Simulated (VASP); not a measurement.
Set up this calculation in VASP 6.6.1, as the native input.

```
Task                   : single point
Functional             : PBE
Potentials or basis    : VASP PAW PBE potentials, release 64 (Rb_sv, Te)
Cutoff                 : 520 eV
k mesh                 : 6 × 6 × 6
Occupations            : gaussian, width 0.1 eV
Spin                   : no spin polarisation
Dipole correction      : no
Further INCAR settings : ALGO = Normal; EDIFF = 1e-06; NBANDS = 44
```

The structure of RbTe4 lies in POSCAR:

```
RbTe4
1.0
    7.2388910018      0.0000000000      0.0000000000
   -3.6194455009      6.2690635028      0.0000000000
    0.0000000000      0.0000000000      8.3438080725
Rb Te
2 8
Direct
    0.6666666667      0.3333333333      0.0000000000
    0.6666666667      0.3333333333      0.5000000000
    0.0804496365      0.7826584288      0.7500000000
    0.2173415712      0.2977912078      0.7500000000
    0.7022087922      0.9195503635      0.7500000000
    0.7022087922      0.7826584288      0.2500000000
    0.2173415712      0.9195503635      0.2500000000
    0.0804496365      0.2977912078      0.2500000000
    0.3333333333      0.6666666667      0.5000000000
    0.3333333333      0.6666666667      0.0000000000
```

The cell was generated, and may not be a known phase.

The input as run:

INCAR

```
SYSTEM = RbTe4
PREC     = Accurate       ! precision mode
ENCUT    = 520            ! plane-wave cutoff, eV
EDIFF    = 1E-6           ! SCF threshold, eV
ISMEAR   = 0              ! smearing method
SIGMA    = 0.1            ! smearing width, eV
LREAL    = .FALSE.        ! projectors in reciprocal space
LASPH    = .TRUE.         ! aspherical terms in the spheres
NELM     = 100            ! most SCF steps
ALGO     = Normal         ! electronic algorithm
ISIF     = 2              ! what is computed and relaxed
LWAVE    = .FALSE.        ! write WAVECAR
LCHARG   = .FALSE.        ! write CHGCAR
GGA      = PE             ! functional
NBANDS   = 44             ! bands
```

KPOINTS

```
regular mesh
0
G
  6 6 6
  0 0 0
```

Potentials or basis: VASP PAW PBE potentials, release 64 (Rb_sv, Te).

The run is started by

```console
$ cat potpaw_PBE.64/Rb_sv/POTCAR potpaw_PBE.64/Te/POTCAR > POTCAR
$ mpirun -np 1 vasp_std > vasp.out
```

Results of the run:

- Pressure: 0.0 GPa
- Largest force: 0.005 eV/Å
- Band gap on the k mesh: zero (bands 33 and 34 overlap by 0.78 eV)

Caveat: spin-orbit coupling is left out, which moves the levels of the heavy elements.

Run time: 11 min on 1 thread of Intel(R) Xeon(R) Platinum 8375C CPU @ 2.90GHz (Ice Lake) (shared host), peak memory 0.66 GiB.
